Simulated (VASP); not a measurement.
# Pt8Se15 (a cell with a defect) in VASP: a series of runs

The runs below take Pt8Se15 (a cell with a defect) through single point, with PBE.

Everything below comes from runs of VASP 6.6.1. Logs are shortened: lines on timing, memory, paths and dates and some standing lists are left out, and cuts for length are marked.

## Step 1: The cell of the first run

The cell holds a defect, 23 atoms: a = 7.530 Å, b = 7.530 Å, c = 10.163 Å, α = 90.00°, β = 90.00°, γ = 120.00°.

## Step 2: Single point, PBE

The input, INCAR:

```
SYSTEM = Pt8Se15
ALGO     = Normal         ! electronic algorithm
EDIFF    = 1E-6           ! SCF threshold, eV
ENCUT    = 520            ! plane-wave cutoff, eV
GGA      = PE             ! functional
ISIF     = 2              ! what is computed and relaxed
ISMEAR   = 1              ! smearing method
LASPH    = .TRUE.         ! aspherical terms in the spheres
LCHARG   = .FALSE.        ! write CHGCAR
LREAL    = Auto         
LWAVE    = .FALSE.        ! write WAVECAR
NBANDS   = 102            ! bands
NELM     = 80             ! most SCF steps
PREC     = Accurate       ! precision mode
SIGMA    = 0.15           ! smearing width, eV
```

The input, KPOINTS:

```
k-points
0
G
  2 2 2
  0 0 0
```

The input, POSCAR:

```
Pt8Se15
1.0
    7.5301619300     -0.0000000400      0.0000000000
   -3.7650800000      6.5213120800      0.0000000000
    0.0000000000      0.0000000000     10.1632320000
Se Pt
15 8
Direct
    0.1633626551      0.3264183619      0.1196627215
    0.3351485812      0.1785810891      0.3824679000
    0.3319856923      0.1541372351      0.8689495625
    0.1642734393      0.8226028659      0.1193243449
    0.3361761433      0.6720483485      0.3839118304
    0.1680963658      0.8432338369      0.6302498064
    0.3029344803      0.6055594279      0.8417200355
    0.6738740663      0.3474425084      0.1292253291
    0.8437359138      0.1785800188      0.3824672112
    0.6721259016      0.3439475062      0.6339058284
    0.8224587049      0.1541386182      0.8689497593
    0.6586356003      0.8226021022      0.1193239513
    0.8283549247      0.6564085541      0.3706654537
    0.6754420363      0.8432349134      0.6302503967
    0.8305656070      0.6608240766      0.8674552544
   -0.0042925563     -0.0088916156     -0.0048112648
    0.0040055171      0.0077071914      0.5003854089
   -0.0042725861      0.4901754372     -0.0083472462
    0.0053324857      0.5097943419      0.5046120171
    0.4945549214     -0.0111966701     -0.0042610461
    0.5055538870      0.0108036572      0.5063187577
    0.4947546600      0.4901743668     -0.0083474430
    0.5047647956      0.5097946517      0.5046134930
```

Potentials or basis: VASP PAW PBE potentials, release 64 (Se, Pt).

The run is started by

```bash
$ cat potpaw_PBE.64/Se/POTCAR potpaw_PBE.64/Pt/POTCAR > POTCAR
$ mpirun -np 1 vasp_std > vasp.out
```

OUTCAR:

```text
SYSTEM = Pt8Se15
   EDIFF = 1E-6
   ENCUT = 520
   GGA = PE
   ISIF = 2
   ISMEAR = 1
   LASPH = .TRUE.
   LREAL = Auto
   NELM = 80
   PREC = Accurate

 ion  position               nearest neighbor table
   1  0.163  0.326  0.120-  22 2.52  18 2.52  16 2.53
   2  0.335  0.179  0.382-  17 2.47  23 2.49  21 2.54
   3  0.332  0.154  0.869-  20 2.50  22 2.52  16 2.54
   4  0.164  0.823  0.119-  20 2.49  18 2.53  16 2.53
   5  0.336  0.672  0.384-  23 2.48  19 2.48  21 2.54
   6  0.168  0.843  0.630-  17 2.52  19 2.52  21 2.54
   7  0.303  0.606  0.842-  22 2.53  18 2.53  20 2.95
   8  0.674  0.347  0.129-  22 2.53  18 2.53  20 2.70
   9  0.844  0.179  0.382-  17 2.47  19 2.49  21 2.54
  10  0.672  0.344  0.634-  21 2.53  19 2.54  23 2.54
  11  0.822  0.154  0.869-  20 2.50  18 2.52  16 2.54
  12  0.659  0.823  0.119-  20 2.49  22 2.53  16 2.53
  13  0.828  0.656  0.371-  23 2.51  19 2.51  17 2.64
  14  0.675  0.843  0.630-  17 2.52  23 2.52  21 2.54
  15  0.831  0.661  0.867-  16 2.51  18 2.53  22 2.53
  16  0.996  0.991  0.995-  15 2.51   1 2.53   4 2.53  12 2.53   3 2.54  11 2.54
  17  0.004  0.008  0.500-   9 2.47   2 2.47  14 2.52   6 2.52  13 2.64
  18  0.996  0.490  0.992-  11 2.52   1 2.52   8 2.53   4 2.53  15 2.53   7 2.53
  19  0.005  0.510  0.505-   5 2.48   9 2.49  13 2.51   6 2.52  10 2.54
  20  0.495  0.989  0.996-   4 2.49  12 2.49   3 2.50  11 2.50   8 2.70   7 2.95
  21  0.506  0.011  0.506-  10 2.53   5 2.54  14 2.54   6 2.54   9 2.54   2 2.54
  22  0.495  0.490  0.992-   3 2.52   1 2.52   8 2.53  12 2.53  15 2.53   7 2.53
  23  0.505  0.510  0.505-   5 2.48   2 2.49  13 2.51  14 2.52  10 2.54

  LATTYP: Found a hexagonal cell.
 ALAT       =     7.5301619300
 C/A-ratio  =     1.3496697806

  Lattice vectors:

 A1 = (   7.5301619300,  -0.0000000400,   0.0000000000)
 A2 = (  -3.7650800000,   6.5213120800,   0.0000000000)
 A3 = (   0.0000000000,   0.0000000000,  10.1632320000)

Analysis of symmetry for initial positions (statically):
=====================================================================
 Subroutine PRICEL returns:
 Original cell was already a primitive cell.

 Routine SETGRP: Setting up the symmetry group for a
 hexagonal supercell.

 Subroutine GETGRP returns: Found  2 space group operations
 (whereof  1 operations were pure point group operations)
 out of a pool of 24 trial point group operations.

The static configuration has the point symmetry C_1 .
 The point group associated with its full space group is C_1h.

Analysis of symmetry for dynamics (positions and initial velocities):
=====================================================================
 Subroutine PRICEL returns:
[... 141 lines left out ...]
   POTIM  = 0.5000    time-step for ionic-motion
   TEBEG  =    0.0;   TEEND  =   0.0 temperature during run
   PSTRESS=    0.0 pullay stress
   NELECT =     170.0000    total number of electrons
   NUPDOWN=      -1.0000    fix difference up-down
   EMIN   =  10.00;   EMAX   =-10.00  energy-range for DOS
   EFERMI =   0.00;   METHOD = LEGACY
   ISMEAR =     1;   SIGMA  =   0.15  broadening in eV -4-tet -1-fermi 0-gaus
   EFERMI_NEDOS =   21; number of points for ismear=-14 and -15
   IALGO  =     38    algorithm
   IMIX   =      4    mixing-type and parameters
     AMIX     =   0.40;   BMIX     =  1.00
     AMIX_MAG =   1.60;   BMIX_MAG =  1.00
  volume/ion in A,a.u.               =      21.70       146.43
  Fermi-wavevector in a.u.,A,eV,Ry     =   1.143319  2.160560 17.785241  1.307178
  Thomas-Fermi vector in A             =   2.280014
   LORBIT       =      0    0 simple, 1 ext, 2 COOP (PROOUT), +10 PAW based schemes
   GGA     = PE    functional components
   LHFCALC =     F    Hartree Fock is set to
   AEXX    =    0.0000 exact exchange contribution
   IVDW    =     0    specifies the selected vdW correction
   LEPSILON=     F    determine dielectric tensor
   LRPA    =     F    only Hartree local field effects (RPA)
 non-spin polarized calculation
 Methfessel and Paxton  Order N= 1 SIGMA  =   0.15
  energy-cutoff  :      520.00
  volume of cell :      499.08
 maximum number of plane-waves:     13456
   NGX = 29   NGY = 29   NGZ = 37

 number of electron     170.0000005 magnetization

 Free energy of the ion-electron system (eV)
  ---------------------------------------------------
  ext. energy  EPLUGINS =         0.00000000
  ---------------------------------------------------
  free energy    TOTEN  =      -108.56648112 eV

  energy without entropy =     -108.56390869  energy(sigma->0) =     -108.56562364

 E-fermi :   5.4964     XC(G=0): -10.3026

 val. band max:        5.4395104692   @ k =  -0.0000   0.5000   0.0000
 cond. band min:       5.4993898605   @ k =   0.5000   0.0000   0.5000
 fundamental gap:      0.0598793914
 Fermi energy:         5.4964112118

 k-point     1 :       0.0000    0.0000    0.0000
  band No.  band energies     occupation
      1      -9.6197      2.00000
      2      -9.0165      2.00000
      3      -8.3233      2.00000
      4      -8.1570      2.00000
      5      -8.1089      2.00000
      6      -8.1047      2.00000
[... 589 lines left out ...]
     96       7.2919     -0.00000
     97       7.3251     -0.00000
 [bands above 97 left out]

------------------------ aborting loop because EDIFF is reached ----------------------------------------

  FORCE on cell =-STRESS in cart. coord.  units (eV):
  Direction    XX          YY          ZZ          XY          YZ          ZX
  --------------------------------------------------------------------------------------
  -------------------------------------------------------------------------------------
  Total        1.1698905      1.9078950      1.7334505      0.0000003     -1.8519878     -0.0000003
  in kB        3.7556461      6.1248283      5.5648170      0.0000009     -5.9453521     -0.0000009
  external PRESSURE =       5.1484304 kB  Pullay stress =       0.0000000 kB

 VOLUME and BASIS-vectors are now :
 -----------------------------------------------------------------------------
  energy-cutoff  :      520.00
  volume of cell :      499.08
      direct lattice vectors                 reciprocal lattice vectors
     7.530161930 -0.000000040  0.000000000     0.132799269  0.076671668  0.000000000
    -3.765080000  6.521312080  0.000000000     0.000000001  0.153343375  0.000000000
     0.000000000  0.000000000 10.163232000     0.000000000  0.000000000  0.098393897

 POSITION                                       TOTAL-FORCE (eV/Angst)
 -----------------------------------------------------------------------------------
      0.00116      2.12868      1.21616        -0.000000     -0.044754      0.052563
      1.85135      1.16458      3.88711        -0.005679     -0.040624     -0.048084
      1.91957      1.00518      8.83134        -0.016832      0.032434     -0.056852
     -1.86016      5.36445      1.21272        -0.027778     -0.004620      0.018368
      0.00115      4.38264      3.90178        -0.000000     -0.029388     -0.069411
     -1.90905      5.49899      6.40538         0.002378     -0.055015     -0.042639
[... 15 lines left out ...]
      1.88004      3.19658     10.07840         0.031228     -0.010629      0.091340
      1.88154      3.32453      5.12850        -0.010758     -0.043230     -0.095804
 -----------------------------------------------------------------------------------
    total drift:                                0.033370     -0.014426      0.032166

  FREE ENERGIE OF THE ION-ELECTRON SYSTEM (eV)
  ---------------------------------------------------
  free  energy   TOTEN  =      -108.5664811203 eV

  energy  without entropy=     -108.5639086876  energy(sigma->0) =     -108.56562364
```

stdout:

```text
POSCAR found type information on POSCAR SePt
 POSCAR found :  2 types and      23 ions
 scaLAPACK will be used
 LDA part: xc-table for (Slater+PW92), standard interpolation
 POSCAR, INCAR and KPOINTS ok, starting setup
 FFT: planning ... GRIDC
 FFT: planning ... GRID_SOFT
 FFT: planning ... GRID
 WAVECAR not read
 entering main loop
```

It took 14 min on 1 thread of Oxide Virtual Turin-like, shared host; peak memory 0.59 GiB.

Results:

```yaml
Free_energy: -108.5665 eV
Pressure: 0.5 GPa
Largest_force: 0.948 eV/Å
Band_gap_on_the_k_mesh: zero (bands 85 and 86 overlap by 0.32 eV)
```

Forces in eV/Å, atoms in the order of the input:
```
Se   0.000 -0.045  0.053
Se  -0.006 -0.041 -0.048
Se  -0.017  0.032 -0.057
Se  -0.028 -0.005  0.018
Se   0.000 -0.029 -0.069
Se   0.002 -0.055 -0.043
Se   0.000  0.698  0.641
Se   0.000 -0.234 -0.112
Se   0.006 -0.041 -0.048
Se   0.000 -0.019 -0.047
Se   0.017  0.032 -0.057
Se   0.028 -0.005  0.018
Se   0.000  0.055  0.001
Se  -0.002 -0.055 -0.043
Se   0.000 -0.036  0.015
Pt   0.000 -0.008 -0.015
Pt   0.000  0.024  0.007
Pt  -0.031 -0.011  0.091
Pt   0.011 -0.043 -0.096
Pt   0.000 -0.134 -0.157
Pt   0.000 -0.030 -0.048
Pt   0.031 -0.011  0.091
Pt  -0.011 -0.043 -0.096
```

Stress tensor (GPa, compression positive):
```
 0.38  0.00  0.00
 0.00  0.61 -0.59
 0.00 -0.59  0.56
```

Caveat: the k points lie up to 0.48 Å⁻¹ apart; spin-orbit coupling is left out, which moves the levels of the heavy elements.

## Step 3: Single point, PBE

The input, INCAR:

```
ALGO = Normal
EDIFF = 1E-7
ENCUT = 520
GGA = PE
ISIF = 2
ISMEAR = 1
LASPH = T
LCHARG = F
LREAL = Auto
LWAVE = F
NBANDS = 102
NELM = 80
PREC = Accurate
SIGMA = 0.15
```

The input, KPOINTS:

```
k-points
0
Gamma
  2 2 2
```

The input, POSCAR:

```
Pt8Se15
1.0
    7.5301619300     -0.0000000400      0.0000000000
   -3.7650800000      6.5213120800      0.0000000000
    0.0000000000      0.0000000000     10.1632320000
Se Pt
15 8
Direct
    0.1637846648      0.3270791185      0.1144021902
    0.3345691804      0.1787258452      0.3838199305
    0.3321043977      0.1550439545      0.8697958484
    0.1640365446      0.8201686932      0.1172874928
    0.3363340738      0.6721766969      0.3855709483
    0.1679426894      0.8488219761      0.6302503967
    0.2304925368      0.4604789607      0.6968622777
    0.6760904054      0.3516996271      0.1334645318
    0.8446467098      0.1787246216      0.3838186514
    0.6701562795      0.3398188891      0.6358625878
    0.8234320052      0.1550477911      0.8697975211
    0.6566216364      0.8201667028      0.1172856233
    0.8171437613      0.6338008336      0.3671080223
    0.6813712003      0.8488245861      0.6302516758
    0.8283827269      0.6562734586      0.8647932075
   -0.0056785056     -0.0118473091     -0.0066729757
    0.0006710791      0.0008521291      0.4977696071
   -0.0057012035      0.4889359627     -0.0068859985
    0.0083486707      0.5112501839      0.5152107125
    0.4974264526     -0.0056376661      0.0017512146
    0.5056981905      0.0109050172      0.5060396142
    0.4951249414      0.4889348923     -0.0068901310
    0.5033944373      0.5112517204      0.5152120900
```

Potentials or basis: VASP PAW PBE potentials, release 64 (Se, Pt).

The run is started by

```bash
$ cat potpaw_PBE.64/Se/POTCAR potpaw_PBE.64/Pt/POTCAR > POTCAR
$ mpirun -np 1 vasp_std > vasp.out
```

OUTCAR:

```text
EDIFF = 1E-7
   ENCUT = 520
   GGA = PE
   ISIF = 2
   ISMEAR = 1
   LASPH = T
   LREAL = Auto
   NELM = 80
   PREC = Accurate

 ion  position               nearest neighbor table
   1  0.164  0.327  0.114-  18 2.49  22 2.49  16 2.53
   2  0.335  0.179  0.384-  17 2.47  21 2.54  23 2.55
   3  0.332  0.155  0.870-  22 2.51  20 2.51  16 2.54
   4  0.164  0.820  0.117-  20 2.47  18 2.50  16 2.54
   5  0.336  0.672  0.386-  19 2.51  23 2.51  21 2.53
[... 1042 lines left out ...]
  Total       -0.6513146      4.1124680     -1.1281338      0.0034497     -0.9490407      0.0046304
  in kB       -2.0908855     13.2020683     -3.6215966      0.0110744     -3.0466620      0.0148648
  external PRESSURE =       2.4965288 kB  Pullay stress =       0.0000000 kB

 VOLUME and BASIS-vectors are now :
 -----------------------------------------------------------------------------
  energy-cutoff  :      520.00
  volume of cell :      499.08
      direct lattice vectors                 reciprocal lattice vectors
     7.530161930 -0.000000040  0.000000000     0.132799269  0.076671668  0.000000000
    -3.765080000  6.521312080  0.000000000     0.000000001  0.153343375  0.000000000
     0.000000000  0.000000000 10.163232000     0.000000000  0.000000000  0.098393897

 POSITION                                       TOTAL-FORCE (eV/Angst)
 -----------------------------------------------------------------------------------
      0.00185      2.13299      1.16270         0.000204      0.040899      0.095102
      1.84644      1.16553      3.90085        -0.015770     -0.011343      0.019379
      1.91705      1.01109      8.83994        -0.022735      0.086461      0.012309
     -1.85278      5.34858      1.19202        -0.012745      0.046826      0.059344
      0.00185      4.38347      3.91865        -0.000110      0.032655     -0.037907
     -1.93125      5.53543      6.40538        -0.008166      0.012834      0.050945
[... 15 lines left out ...]
      1.88749      3.18850     10.09321         0.015596      0.042513      0.187566
      1.86574      3.33403      5.23622        -0.017623      0.023875      0.044698
 -----------------------------------------------------------------------------------
    total drift:                                0.005680      0.004872      0.022592

  FREE ENERGIE OF THE ION-ELECTRON SYSTEM (eV)
  ---------------------------------------------------
  free  energy   TOTEN  =      -107.9702690450 eV

  energy  without entropy=     -107.9719227634  energy(sigma->0) =     -107.97082028
```

stdout:

```text
POSCAR found type information on POSCAR SePt
 POSCAR found :  2 types and      23 ions
 scaLAPACK will be used
 LDA part: xc-table for (Slater+PW92), standard interpolation
 POSCAR, INCAR and KPOINTS ok, starting setup
 FFT: planning ... GRIDC
 FFT: planning ... GRID_SOFT
 FFT: planning ... GRID
 WAVECAR not read
 entering main loop
```

Wall time 18 min (1 thread of Oxide Virtual Turin-like, shared host); peak memory 0.63 GiB.

Results:

```
Free energy            : -107.9703 eV
Pressure               : 0.2 GPa
Largest force          : 1.143 eV/Å
Band gap on the k mesh : zero (bands 85 and 86 overlap by 0.23 eV)
```

Forces in eV/Å, atoms in the order of the input:
```
Se   0.000  0.041  0.095
Se  -0.016 -0.011  0.019
Se  -0.023  0.086  0.012
Se  -0.013  0.047  0.059
Se   0.000  0.033 -0.038
Se  -0.008  0.013  0.051
Se   0.001 -0.470 -1.041
Se  -0.002 -0.116 -0.013
Se   0.013 -0.010  0.019
Se   0.002  0.027  0.031
Se   0.025  0.087  0.011
Se   0.010  0.045  0.059
Se   0.001  0.003  0.097
Se   0.007  0.015  0.051
Se  -0.001  0.010  0.027
Pt  -0.001  0.046  0.033
Pt   0.001  0.007  0.055
Pt  -0.016  0.040  0.187
Pt   0.019  0.024  0.044
Pt   0.001  0.011 -0.003
Pt   0.000  0.006  0.011
Pt   0.016  0.043  0.188
Pt  -0.018  0.024  0.045
```

Levels at points of the mesh, in eV from the Fermi level:
| k point | band 83 | band 84 | band 85 | band 86 | band 87 | band 88 |
| --- | --- | --- | --- | --- | --- | --- |
| (0.00, 0.00, 0.00) | -0.68 | -0.35 | 0.12 | 0.37 | 0.42 | 0.94 |
| (0.50, 0.00, 0.00) | -0.65 | -0.49 | -0.28 | -0.09 | 0.09 | 0.61 |
| (0.00, 0.50, 0.00) | -0.55 | -0.42 | -0.37 | -0.07 | 0.34 | 0.74 |
| (0.50, 0.50, 0.00) | -0.65 | -0.49 | -0.28 | -0.09 | 0.09 | 0.61 |
| (0.00, 0.00, 0.50) | -0.82 | -0.33 | 0.14 | 0.17 | 0.29 | 0.83 |
| (0.50, 0.00, 0.50) | -0.63 | -0.43 | -0.03 | 0.19 | 0.26 | 0.50 |
| (0.00, 0.50, 0.50) | -0.75 | -0.48 | -0.09 | 0.14 | 0.30 | 0.45 |
| (0.50, 0.50, 0.50) | -0.63 | -0.43 | -0.03 | 0.19 | 0.26 | 0.50 |

Caveat: the k points lie up to 0.48 Å⁻¹ apart; spin-orbit coupling is left out, which moves the levels of the heavy elements.

## Step 4: Single point, PBE

The input, INCAR:

```
ALGO = Normal
EDIFF = 1E-7
ENCUT = 520
GGA = PE
ISIF = 2
ISMEAR = 1
LASPH = True
LCHARG = False
LREAL = Auto
LWAVE = False
NBANDS = 102
NELM = 60
PREC = Accurate
SIGMA = 0.15
```

KPOINTS is that of step 3.

The input, POSCAR:

```
Pt8Se15
1.0
    7.5301619300     -0.0000000400      0.0000000000
   -3.7650800000      6.5213120800      0.0000000000
    0.0000000000      0.0000000000     10.1632320000
Se Pt
15 8
Direct
    0.1641238477      0.3276958655      0.1166798121
    0.3360286860      0.1771395080      0.3812706430
    0.3322027146      0.1565066969      0.8703440008
    0.1651517821      0.8211617449      0.1181254152
    0.3369394196      0.6733252388      0.3809325616
    0.1683143889      0.8456023786      0.6316443431
    0.1973613154      0.3941657716      0.6588710166
    0.6719451993      0.3433444067      0.1299328796
    0.8416637225      0.1771388977      0.3812705446
    0.6697368579      0.3389192236      0.6331385528
    0.8248569758      0.1565083867      0.8703449847
    0.6565621015      0.8211612879      0.1181247265
    0.8264278017      0.6523027852      0.3713728074
    0.6778405056      0.8456026885      0.6316449334
    0.8281746123      0.6557964073      0.8666861093
   -0.0052544883     -0.0110614243     -0.0057262296
    0.0057464393      0.0109404364      0.5048583954
   -0.0044659492      0.4899483356     -0.0040201778
    0.0055469081      0.5095666270      0.5089426277
    0.4962967952     -0.0079591315      0.0002119405
    0.5045936253      0.0086340018      0.5054052687
    0.4949659212      0.4899480320     -0.0040218505
    0.5045745430      0.5095673968      0.5089425293
```

The run is started by

```bash
$ cat potpaw_PBE.64/Se/POTCAR potpaw_PBE.64/Pt/POTCAR > POTCAR
$ mpirun -np 1 vasp_std > vasp.out
```

Run time: 11 min. Hardware: 1 thread of Oxide Virtual Turin-like, shared host; peak memory 0.6 GiB.

Results (log left out):

```
Free energy            : -108.5663 eV
Pressure               : 0.5 GPa
Largest force          : 0.945 eV/Å
Band gap on the k mesh : zero (bands 85 and 86 overlap by 0.32 eV)
```

Forces on the atoms (eV/Å):
```
Se   0.000  0.026  0.067
Se   0.024  0.004 -0.015
Se  -0.003  0.056  0.045
Se   0.007  0.041  0.047
Se   0.000  0.046 -0.050
Se   0.016 -0.032  0.056
Se   0.000 -0.697 -0.639
Se   0.000 -0.055  0.000
Se  -0.024  0.004 -0.015
Se   0.000  0.036 -0.017
Se   0.003  0.056  0.045
Se  -0.007  0.041  0.047
Se   0.000  0.231  0.111
Se  -0.016 -0.032  0.056
Se   0.000  0.023  0.049
Pt   0.000  0.030  0.045
Pt   0.000  0.133  0.154
Pt   0.012  0.045  0.095
Pt  -0.032  0.010 -0.093
Pt   0.000 -0.025 -0.006
Pt   0.000  0.006  0.014
Pt  -0.012  0.045  0.095
Pt   0.032  0.010 -0.093
```

Stress tensor (GPa, compression positive):
```
 0.38  0.00  0.00
 0.00  0.61 -0.60
 0.00 -0.60  0.56
```

Levels at points of the mesh, in eV from the Fermi level:
```tsv
k point	band 82	band 83	band 84	band 85	band 86	band 87
(0.00, 0.00, 0.00)	-0.91	-0.87	-0.70	0.24	0.38	0.47
(0.50, 0.00, 0.00)	-0.92	-0.81	-0.69	-0.22	-0.08	0.11
(0.00, 0.50, 0.00)	-0.89	-0.87	-0.57	-0.29	-0.06	0.22
(0.00, 0.00, 0.50)	-1.02	-0.85	-0.69	0.02	0.18	0.35
(0.50, 0.00, 0.50)	-1.02	-0.95	-0.42	0.00	0.09	0.20
(0.00, 0.50, 0.50)	-1.03	-0.85	-0.32	-0.20	0.12	0.23
```

Caveat: the k points lie up to 0.48 Å⁻¹ apart; spin-orbit coupling is left out, which moves the levels of the heavy elements.

The gap in the log of VASP goes by the Fermi energy; the results here count the filled bands.